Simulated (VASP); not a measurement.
Here is a VASP 6.6.1 calculation.

The input INCAR:

```
  PREC = Accurate
  ENCUT = 520
  EDIFF = 1E-7
  ISMEAR = -1
  SIGMA = 0.03
  LREAL = F
  LASPH = T
  NELM = 100
  ALGO = Normal
  ISIF = 2
  LWAVE = F
  LCHARG = F
  GGA = CA
  NBANDS = 11
```

KPOINTS

```
Automatic mesh
0
Gamma
  13 13 13
```

POSCAR

```
Hf
1.0
   -0.0444000000      2.1978000000      2.1978000000
    2.1978000000     -0.0444000000      2.1978000000
    2.1978000000      2.1978000000     -0.0444000000
Hf
1
Direct
    0.0000000000      0.0000000000      0.0000000000
```

Potentials or basis: VASP PAW LDA potentials, release 64 (Hf_pv).

Command:

```console
$ cat potpaw_LDA.64/Hf_pv/POTCAR > POTCAR
$ mpirun -np 1 vasp_std > vasp.out
```

What does it give for the band gap on the k mesh?

Zero (bands 5 and 6 overlap by 1.86 eV).

What does it give for the pressure?

-5.5 GPa.

Stress tensor (GPa, compression positive):
```
-5.46  1.22  1.22
 1.22 -5.46  1.22
 1.22  1.22 -5.46
```

Caveat: the cell differs from its parent crystal (equal xy, yz and zx shear strains of -2 %); the cell stands under tension; spin-orbit coupling is left out, which moves the levels of the heavy elements.
